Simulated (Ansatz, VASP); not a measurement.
# One calculation of Ti2Al6H, two programs

INCAR

```
SYSTEM = Ti2Al6H
  PREC = Accurate
  ENCUT = 520
  EDIFF = 1E-7
  ISMEAR = 0
  SIGMA = 0.1
  LREAL = .False.
  LASPH = .True.
  NELM = 80
  ALGO = Normal
  ISIF = 2
  LWAVE = .False.
  LCHARG = .True.
  LDIPOL = .True.
  IDIPOL = 3
  DIPOL = 0.5 0.5 0.313
  GGA = PE
  IVDW = 12
  LELF = .True.
  LVHAR = .True.
  LVACPOTAV = .True.
  NBANDS = 32
```

KPOINTS

```
regular mesh
0
Gamma
  6 6 1
  0 0 0
```

File POSCAR:

```
Ti2Al6H
1.0
    5.0241861184      0.0000000000      0.0000000000
    2.1588814492      4.5367033229      0.0000000000
    0.0000000000      0.0000000000     21.1187114590
Al Ti H
6 2 1
Direct
    0.5000000000      0.0000000000      0.1894054951
    0.0000000000      0.5000000000      0.1894054951
    0.0000000000      0.0000000000      0.2529248171
    0.0000000000      0.5000000000      0.3208670637
    0.5000000000      0.0000000000      0.3208670637
    0.5000000000      0.5000000000      0.3844321409
    0.5000000000      0.5000000000      0.2529248171
    0.0000000000      0.0000000000      0.3814982025
    0.8333333333      1.1666666667      0.5264862622
```

Input for Ansatz:

```yaml
crystal:
  lattice:
    - [5.0241861184, 0.0, 0.0]
    - [2.1588814492, 4.5367033229, 0.0]
    - [0.0, 0.0, 21.118711459]
  atoms:
    - { symbol: Al, position: [0.5, 0.0, 0.1894054951] }
    - { symbol: Al, position: [0.0, 0.5, 0.1894054951] }
    - { symbol: Ti, position: [0.5, 0.5, 0.2529248171] }
    - { symbol: Al, position: [0.0, 0.0, 0.2529248171] }
    - { symbol: Al, position: [0.0, 0.5, 0.3208670637] }
    - { symbol: Al, position: [0.5, 0.0, 0.3208670637] }
    - { symbol: Ti, position: [0.0, 0.0, 0.3814982025] }
    - { symbol: Al, position: [0.5, 0.5, 0.3844321409] }
    - { symbol: H, position: [0.8333333333, 1.1666666667, 0.5264862622] }
basis:
  ecutwfc: 420
kpoints:
  mp_grid: { grid: [6, 6, 1] }
hamiltonian:
  xc: pbe
  pseudopotentials: { kind: paw, azcp: { folder: soft_1 } }
  dispersion: d3bj
scf:
  occupations: { method: gaussian, width: 0.1 }
output:
  forces: true
  eigenvalues: true
efield:
  axis: 3
  dipole_correction: true
  ramp_width: 0.04
```

Alike in both runs: task single point; functional PBE; dispersion D3(BJ); k mesh 6 × 6 × 1; occupations gaussian, width 0.1 eV; no spin polarisation.

|  | VASP | Ansatz |
| --- | --- | --- |
| version | VASP 6.6.1 | Ansatz 0.2.0 |
| potentials or method | VASP PAW PBE potentials, release 64 (Al, Ti_sv, H), cutoff 520 eV | scalar-relativistic, plane waves, PAW |
| valence electrons in the cell | 43 | 43 |

```tsv
	VASP	Ansatz	Ansatz less VASP
gap on the k mesh at the Fermi level (eV)	none	none	-
rms of the force components (eV/Å)	0.381	0.381	-0.0002
work function, face that differs most (eV)	4.18	4.18	-0.004
```

A gap of «none» marks a metal or a gap that the smearing closes.
